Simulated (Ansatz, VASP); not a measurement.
## Sc: VASP beside Ansatz

Contents of POSCAR:

```
Sc
1.0
    5.4226760000      0.0000000000      0.0000000000
    0.0000000000      5.4226760000      0.0000000000
    0.0000000000      0.0000000000      3.4352060000
Sc
4
Direct
    0.5000000000      0.5000000000      0.0000000000
    0.0000000000      0.0000000000      0.0000000000
    0.5000000000      0.0000000000      0.5326640000
    0.0000000000      0.5000000000      0.4673360000
```

INCAR.step1

```
SYSTEM = Sc
PREC     = Accurate       ! precision mode
ENCUT    = 520            ! plane-wave cutoff, eV
ISMEAR   = -1             ! smearing method
SIGMA    = 0.03           ! smearing width, eV
LREAL    = .FALSE.        ! projectors in reciprocal space
LASPH    = .TRUE.         ! aspherical terms in the spheres
NELM     = 100            ! most SCF steps
NBANDS   = 30             ! bands
GGA      = PE             ! functional
ALGO     = Normal         ! electronic algorithm
EDIFF    = 1E-4           ! SCF threshold, eV
LWAVE    = .TRUE.         ! write WAVECAR
LCHARG   = .FALSE.        ! write CHGCAR
```

INCAR.step2

```
SYSTEM = Sc
PREC     = Accurate       ! precision mode
ENCUT    = 520            ! plane-wave cutoff, eV
EDIFF    = 1E-8           ! SCF threshold, eV
ISMEAR   = -1             ! smearing method
SIGMA    = 0.03           ! smearing width, eV
LREAL    = .FALSE.        ! projectors in reciprocal space
LASPH    = .TRUE.         ! aspherical terms in the spheres
NELM     = 100            ! most SCF steps
ALGO     = Normal         ! electronic algorithm
ISIF     = 2              ! what is computed and relaxed
LWAVE    = .FALSE.        ! write WAVECAR
LCHARG   = .FALSE.        ! write CHGCAR
METAGGA  = R2SCAN         ! meta-GGA
LMIXTAU  = .TRUE.       
LEFG     = .TRUE.       
NBANDS   = 30             ! bands
ISTART   = 1
```

KPOINTS

```
Automatic mesh
0
G
  7 7 11
  0 0 0
```

Input for Ansatz:

```yaml
crystal:
  lattice:
    - [5.422676, 0.0, 0.0]
    - [0.0, 5.422676, 0.0]
    - [0.0, 0.0, 3.435206]
  atoms:
    - { symbol: Sc, position: [0.5, 0.5, 0.0] }
    - { symbol: Sc, position: [0.0, 0.0, 0.0] }
    - { symbol: Sc, position: [0.5, 0.0, 0.532664] }
    - { symbol: Sc, position: [0.0, 0.5, 0.467336] }
kpoints:
  mp_grid: { grid: [7, 7, 11] }
  band_path:
    path:
      - [0.0, 0.0, 0.0]
      - [0.0, 0.5, 0.0]
      - [0.5, 0.5, 0.0]
      - [0.0, 0.0, 0.0]
      - [0.0, 0.0, 0.5]
      - [0.0, 0.5, 0.5]
      - [0.5, 0.5, 0.5]
      - [0.0, 0.0, 0.5]
      - [0.0, 0.5, 0.0]
    npoints: 8
scf:
  occupations: { method: fermi_dirac, width: 0.03 }
hamiltonian:
  xc: r2scan
  pseudopotentials: { kind: all_electron, datasets: crystal }
output:
  forces: true
  stress: true
  eigenvalues: true
  efg: { contact_densities: true }
```

Alike in both runs: task electric field gradients; functional r2SCAN; k mesh 7 × 7 × 11; occupations fermi-dirac, width 0.03 eV; no spin polarisation.

|  | VASP | Ansatz |
| --- | --- | --- |
| version | VASP 6.6.1 | Ansatz 0.2.0 |
| potentials or method | VASP PAW PBE potentials, release 64 (Sc_sv), cutoff 520 eV | all-electron PAW with datasets made for the crystal, scalar-relativistic |

VASP gave:

* pressure (GPa): -0.3
* traceless stress, the component that is largest in VASP (GPa): 1.36
* rms of the force components (eV/Å): 0.066
* size of Vzz on the site where it differs most (V/Å²): 6.9

Problem. Estimate Ansatz's values.

Solution. Pressure (GPa): -0.5; traceless stress, the component that is largest in VASP (GPa): 1.36; rms of the force components (eV/Å): 0.066; size of Vzz on the site where it differs most (V/Å²): 5.7.

VASP's potentials were made for PBE, not for r2SCAN. Atom by atom the forces differ by 0.001 eV/Å (rms over components). Ansatz ran all-electron here, and VASP with PAW potentials.
